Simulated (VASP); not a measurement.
# Cu (P6/mmm) in VASP: notebook

Runs on Cu. Level: PBE. Tasks: single point.

Everything below comes from runs of VASP 6.6.1. Logs are shortened: lines on timing, memory, paths and dates and some standing lists are left out, and cuts for length are marked.

**1. The cell of the first run**

Symmetry: P6/mmm, No. 191, hexagonal system. Conventional cell: a = 3.958 Å, b = 3.958 Å, c = 2.369 Å, α = 90.00°, β = 90.00°, γ = 120.00°. Within 3.1 Å of Cu (site symmetry 6/mmm) lie 14 Cu at 2.37 to 2.57 Å. Cu (site symmetry -6m2) has 11 Cu at 2.28 to 2.57 Å within 3.0 Å.

**2. Single point, PBE (volume scaled by 0.88)**

INCAR

```
SYSTEM = Cu
ALGO     = Normal         ! electronic algorithm
EDIFF    = 1E-6           ! SCF threshold, eV
ENCUT    = 520            ! plane-wave cutoff, eV
GGA      = PE             ! functional
ISIF     = 2              ! what is computed and relaxed
ISMEAR   = -1             ! smearing method
LASPH    = .TRUE.         ! aspherical terms in the spheres
LCHARG   = .TRUE.         ! write CHGCAR
LELF     = .TRUE.         ! ELF
LREAL    = .FALSE.        ! projectors in reciprocal space
LVHAR    = .TRUE.       
LWAVE    = .FALSE.        ! write WAVECAR
NBANDS   = 24             ! bands
NELM     = 100            ! most SCF steps
PREC     = Accurate       ! precision mode
SIGMA    = 0.08           ! smearing width, eV
```

KPOINTS

```
k-points
0
G
  9 9 12
  0 0 0
```

POSCAR

```
Cu
1.0
    3.9576709666      0.0000000000      0.0000000000
   -1.9788354832      3.4274435969      0.0000000000
    0.0000000000      0.0000000000      2.3693833322
Cu
3
Direct
    0.0000000000      0.0000000000      0.0000000000
    0.3333333333      0.6666666667      0.5000000000
    0.6666666667      0.3333333333      0.5000000000
```

Potentials or basis: VASP PAW PBE potentials, release 64 (Cu).

Run with:

```console
$ cat potpaw_PBE.64/Cu/POTCAR > POTCAR
$ mpirun -np 1 vasp_std > vasp.out
```

OUTCAR:

```text
SYSTEM = Cu
   EDIFF = 1E-6
   ENCUT = 520
   GGA = PE
   ISIF = 2
   ISMEAR = -1
   LASPH = .TRUE.
   LREAL = .FALSE.
   NELM = 100
   PREC = Accurate

 ion  position               nearest neighbor table
   1  0.000  0.000  0.000-   2 2.57   3 2.57   2 2.57   3 2.57   2 2.57   2 2.57   3 2.57   3 2.57
                             3 2.57   3 2.57   2 2.57   2 2.57
   2  0.333  0.667  0.500-   3 2.28   3 2.28   3 2.28   1 2.57   1 2.57   1 2.57   1 2.57   1 2.57
                             1 2.57
   3  0.667  0.333  0.500-   2 2.28   2 2.28   2 2.28   1 2.57   1 2.57   1 2.57   1 2.57   1 2.57
                             1 2.57

  LATTYP: Found a hexagonal cell.
 ALAT       =     3.9576709666
 C/A-ratio  =     0.5986812325

  Lattice vectors:

 A1 = (   3.9576709666,   0.0000000000,   0.0000000000)
 A2 = (  -1.9788354832,   3.4274435969,   0.0000000000)
 A3 = (   0.0000000000,   0.0000000000,   2.3693833322)

Analysis of symmetry for initial positions (statically):
=====================================================================
 Subroutine PRICEL returns:
 Original cell was already a primitive cell.

 Routine SETGRP: Setting up the symmetry group for a
 hexagonal supercell.

 Subroutine GETGRP returns: Found 24 space group operations
 (whereof 24 operations were pure point group operations)
 out of a pool of 24 trial point group operations.

The static configuration has the point symmetry D_6h.

Analysis of symmetry for dynamics (positions and initial velocities):
=====================================================================
 Subroutine PRICEL returns:
 Original cell was already a primitive cell.

 Routine SETGRP: Setting up the symmetry group for a
 hexagonal supercell.

 Subroutine GETGRP returns: Found 24 space group operations
 (whereof 24 operations were pure point group operations)
 out of a pool of 24 trial point group operations.

The dynamic configuration has the point symmetry D_6h.

 Subroutine INISYM returns: Found 24 space group operations
 (whereof 24 operations are pure point group operations),
 and found     1 'primitive' translations

----------------------------------------------------------------------------------------

                                     Primitive cell

  volume of cell :      32.1400

  direct lattice vectors                    reciprocal lattice vectors
     3.957670967  0.000000000  0.000000000     0.252673860  0.145881321  0.000000000
    -1.978835483  3.427443597  0.000000000     0.000000000  0.291762642  0.000000000
     0.000000000  0.000000000  2.369383332     0.000000000  0.000000000  0.422050745

  length of vectors
     3.957670967  3.957670967  2.369383332     0.291762642  0.291762642  0.422050745

  position of ions in fractional coordinates (direct lattice)
     0.000000000  0.000000000  0.000000000
     0.333333333  0.666666667  0.500000000
     0.666666667  0.333333333  0.500000000

  ion indices of the primitive-cell ions
   primitive index   ion index
                 1           1
                 2           2
                 3           3

----------------------------------------------------------------------------------------

 KPOINTS: k-points

Automatic generation of k-mesh.
 Grid dimensions read from file:
 generate k-points for:    9    9   12

 Generating k-lattice:

  Cartesian coordinates                     Fractional coordinates (reciprocal lattice)
     0.028074873  0.016209036  0.000000000     0.111111111  0.000000000  0.000000000
     0.000000000  0.032418071  0.000000000     0.000000000  0.111111111  0.000000000
     0.000000000  0.000000000  0.035170895     0.000000000  0.000000000  0.083333333

  Length of vectors
     0.032418071  0.032418071  0.035170895

  Shift w.r.t. Gamma in fractional coordinates (k-lattice)
     0.000000000  0.000000000  0.000000000

 Subroutine IBZKPT returns following result:
 ===========================================

 Found     84 irreducible k-points:

 Following reciprocal coordinates:
            Coordinates               Weight
  0.000000  0.000000  0.000000      1.000000
  0.111111 -0.000000  0.000000      6.000000
  0.222222 -0.000000  0.000000      6.000000
  0.333333 -0.000000  0.000000      6.000000
  0.444444 -0.000000  0.000000      6.000000
  0.111111  0.111111  0.000000      6.000000
[... 16 lines left out ...]
  0.333333  0.222222  0.083333     24.000000
  0.333333  0.333333  0.083333      4.000000
 [... further k-points ...]
   k-points           NKPTS =     84   k-points in BZ     NKDIM =     84   number of bands    NBANDS=     24
   number of dos      NEDOS =    301   number of ions     NIONS =      3
   total plane-waves  NPLWV =  16200
   dimension x,y,z NGX =    30 NGY =   30 NGZ =   18
   dimension x,y,z NGXF=    60 NGYF=   60 NGZF=   36
   ions per type =               3
   NGX,Y,Z   is equivalent  to a cutoff of  12.60, 12.60, 12.63 a.u.
   NGXF,Y,Z  is equivalent  to a cutoff of  25.20, 25.20, 25.26 a.u.
 SYSTEM =  Cu
   PREC   = accura    normal or accurate (medium, high low for compatibility)
   ISTART =      0    job   : 0-new  1-cont  2-samecut
   ICHARG =      2    charge: 1-file 2-atom 10-const
   ISPIN  =      1    spin polarized calculation?
   LNONCOLLINEAR =      F non collinear calculations
   LSORBIT =      F    spin-orbit coupling
   LASPH  =      T    aspherical Exc in radial PAW
   ENCUT  =  520.0 eV  38.22 Ry    6.18 a.u.   7.36  7.36  4.41*2*pi/ulx,y,z
   NELM   =    100;   NELMIN=  2; NELMDL= -5     # of ELM steps
   EDIFF  = 0.1E-05   stopping-criterion for ELM
   LREAL  =      F    real-space projection
   EDIFFG = 0.1E-04   stopping-criterion for IOM
   NSW    =      0    number of steps for IOM
   IBRION =     -1    ionic relax: 0-MD 1-quasi-New 2-CG
   NFREE  =      0    steps in history (QN), initial steepest desc. (CG)
   ISIF   =      2    stress and relaxation
   ISYM   =      2    0-nonsym 1-usesym 2-fastsym
   POTIM  = 0.5000    time-step for ionic-motion
   TEBEG  =    0.0;   TEEND  =   0.0 temperature during run
   PSTRESS=    0.0 pullay stress
   NELECT =      33.0000    total number of electrons
   NUPDOWN=      -1.0000    fix difference up-down
   EMIN   =  10.00;   EMAX   =-10.00  energy-range for DOS
   EFERMI =   0.00;   METHOD = LEGACY
   ISMEAR =    -1;   SIGMA  =   0.08  broadening in eV -4-tet -1-fermi 0-gaus
   EFERMI_NEDOS =   21; number of points for ismear=-14 and -15
   IALGO  =     38    algorithm
   IMIX   =      4    mixing-type and parameters
     AMIX     =   0.40;   BMIX     =  1.00
     AMIX_MAG =   1.60;   BMIX_MAG =  1.00
  volume/ion in A,a.u.               =      10.71        72.30
  Fermi-wavevector in a.u.,A,eV,Ry     =   1.651573  3.121020 37.112509  2.727692
  Thomas-Fermi vector in A             =   2.740329
   LORBIT       =      0    0 simple, 1 ext, 2 COOP (PROOUT), +10 PAW based schemes
   GGA     = PE    functional components
   LHFCALC =     F    Hartree Fock is set to
   AEXX    =    0.0000 exact exchange contribution
   IVDW    =     0    specifies the selected vdW correction
   LEPSILON=     F    determine dielectric tensor
   LRPA    =     F    only Hartree local field effects (RPA)
 non-spin polarized calculation
  energy-cutoff  :      520.00
  volume of cell :       32.14
 maximum number of plane-waves:       903
 NGX is ok and might be reduce to    30
   NGX = 15   NGY = 15   NGZ =  9

 number of electron      33.0000006 magnetization

 Free energy of the ion-electron system (eV)
  ---------------------------------------------------
  ext. energy  EPLUGINS =         0.00000000
  ---------------------------------------------------
  free energy    TOTEN  =       -10.66115513 eV

  energy without entropy =      -10.64429293  energy(sigma->0) =      -10.65272403

 E-fermi :   8.8850     XC(G=0): -13.2949

 val. band max:        8.8028073167   @ k =   0.4444  -0.0000   0.0833
 cond. band min:       8.8949796476   @ k =   0.3333   0.3333   0.4167
 fundamental gap:      0.0921723308
 Fermi energy:         8.8849852395

 k-point     1 :       0.0000    0.0000    0.0000
  band No.  band energies     occupation
      1      -1.2503      2.00000
      2       3.7388      2.00000
      3       4.7744      2.00000
      4       4.7744      2.00000
      5       4.8326      2.00000
      6       4.8326      2.00000
[... 16 lines left out ...]
     23      25.0027      0.00000
     24      30.9672      0.00000

 k-point     2 :       0.1111   -0.0000    0.0000
  band No.  band energies     occupation
      1      -1.0824      2.00000
      2       3.7432      2.00000
      3       4.4156      2.00000
      4       4.6237      2.00000
      5       4.7189      2.00000
      6       5.0293      2.00000
[... 16 lines left out ...]
     23      25.2423      0.00000
     24      31.0110      0.00000

 k-point     3 :       0.2222   -0.0000    0.0000
  band No.  band energies     occupation
      1      -0.5874      2.00000
      2       3.6504      2.00000
      3       4.0388      2.00000
      4       4.4482      2.00000
      5       4.5751      2.00000
      6       5.0286      2.00000
[... 16 lines left out ...]
     23      25.9433      0.00000
     24      30.2032      0.00000

 k-point     4 :       0.3333   -0.0000    0.0000
  band No.  band energies     occupation
      1       0.2060      2.00000
      2       3.2939      2.00000
      3       3.5332      2.00000
      4       4.3938      2.00000
      5       4.6236      2.00000
      6       4.9176      2.00000
[... 16 lines left out ...]
     23      27.0597      0.00000
     24      27.3461      0.00000

 k-point     5 :       0.4444   -0.0000    0.0000
  band No.  band energies     occupation
      1       1.2347      2.00000
      2       2.3694      2.00000
      3       3.2622      2.00000
      4       4.5513      2.00000
      5       4.7069      2.00000
      6       4.7463      2.00000
[... 451 lines left out ...]
 k-point    22 :       0.2222    0.2222    0.0833
  band No.  band energies     occupation
      1       0.8277      2.00000
      2       3.2286      2.00000
      3       3.4450      2.00000
      4       4.4861      2.00000
      5       4.8296      2.00000
      6       5.0892      2.00000
[... 16 lines left out ...]
     23      24.5759      0.00000
     24      25.3713      0.00000

 k-point    23 :       0.3333    0.2222    0.0833
  band No.  band energies     occupation
      1       1.7564      2.00000
      2       2.6725      2.00000
      3       3.1297      2.00000
      4       4.6666      2.00000
      5       4.7908      2.00000
      6       4.9705      2.00000
[... 16 lines left out ...]
     23      26.7089      0.00000
     24      27.2498      0.00000

 k-point    24 :       0.3333    0.3333    0.0833
  band No.  band energies     occupation
      1       2.4117      2.00000
      2       2.6294      2.00000
      3       2.6294      2.00000
      4       4.7677      2.00000
      5       4.7677      2.00000
      6       4.9912      2.00000
[... 16 lines left out ...]
     23      27.5518      0.00000
     24      27.5518      0.00000

 [... further k-points ...]

------------------------ aborting loop because EDIFF is reached ----------------------------------------

  FORCE on cell =-STRESS in cart. coord.  units (eV):
  Direction    XX          YY          ZZ          XY          YZ          ZX
  --------------------------------------------------------------------------------------
  -------------------------------------------------------------------------------------
  Total        4.9078076      4.9078076      4.8782969      0.0000000      0.0000000      0.0000000
  in kB      244.6542611    244.6542611    243.1831504      0.0000000      0.0000000      0.0000000
  external PRESSURE =     244.1638909 kB  Pullay stress =       0.0000000 kB

 VOLUME and BASIS-vectors are now :
 -----------------------------------------------------------------------------
  energy-cutoff  :      520.00
  volume of cell :       32.14
      direct lattice vectors                 reciprocal lattice vectors
     3.957670967  0.000000000  0.000000000     0.252673860  0.145881321  0.000000000
    -1.978835483  3.427443597  0.000000000     0.000000000  0.291762642  0.000000000
     0.000000000  0.000000000  2.369383332     0.000000000  0.000000000  0.422050745

 POSITION                                       TOTAL-FORCE (eV/Angst)
 -----------------------------------------------------------------------------------
      0.00000      0.00000      0.00000         0.000000      0.000000     -0.000000
     -0.00000      2.28496      1.18469         0.000000      0.000000      0.000000
      1.97884      1.14248      1.18469        -0.000000     -0.000000     -0.000000
 -----------------------------------------------------------------------------------
    total drift:                               -0.000000      0.000000      0.000000

  FREE ENERGIE OF THE ION-ELECTRON SYSTEM (eV)
  ---------------------------------------------------
  free  energy   TOTEN  =       -10.6611551300 eV

  energy  without entropy=      -10.6442929333  energy(sigma->0) =      -10.65272403
```

Run time: 48 s. Hardware: 1 thread of Intel Xeon 6975P-C, shared host; peak memory 0.17 GiB.

What came out:

| Item | Value |
| --- | --- |
| Free energy | -10.6612 eV |
| Pressure | 24.4 GPa |

Levels at points of the mesh, in eV from the Fermi level:
```csv
k point,band 14,band 15,band 16,band 17,band 18,band 19
"(0.00, 0.00, 0.00)",-2.59,-1.68,-1.68,4.81,4.81,4.82
"(0.00, 0.00, 0.50)",-1.84,-1.33,-0.28,0.47,8.75,9.18
```

(Continued in part 2 of 2.)
